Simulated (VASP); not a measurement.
Runs of VASP 6.6.1 on Te. The typed cell holds 3 atoms: a = 4.421 Å, b = 4.462 Å, c = 5.959 Å, α = 88.92°, β = 91.09°, γ = 119.49°. 

```csv
k mesh,gap on the mesh (eV),pressure (GPa),largest force (eV/Å)
4 × 4 × 2,none,1.3,(a)
2 × 2 × 1,0.72,1.5,1.99
4 × 4 × 4,none,1.3,0.68
8 × 8 × 6,none,1.3,0.72
6 × 6 × 4,none,1.3,(b)
```

Alike in all rows: task single point; level PBE; potentials or basis VASP PAW PBE potentials, release 64 (Te); no spin polarisation; cell as given; cutoff (eV) 520; smearing gaussian 0.01 eV.

Question: Fill in the values left out.

Answer: (a) 0.70; (b) 0.71.

Caveats: some runs use coarse meshes; spin-orbit coupling is left out, which moves the levels of the heavy elements; forces of over 1 eV/Å act on the atoms, so gaps and moduli don't describe the material at rest (some runs).

A k mesh can miss the band edges, and the runs leave out spin-orbit coupling on Te.

A gap of «none» marks levels without a gap at the run's occupations.
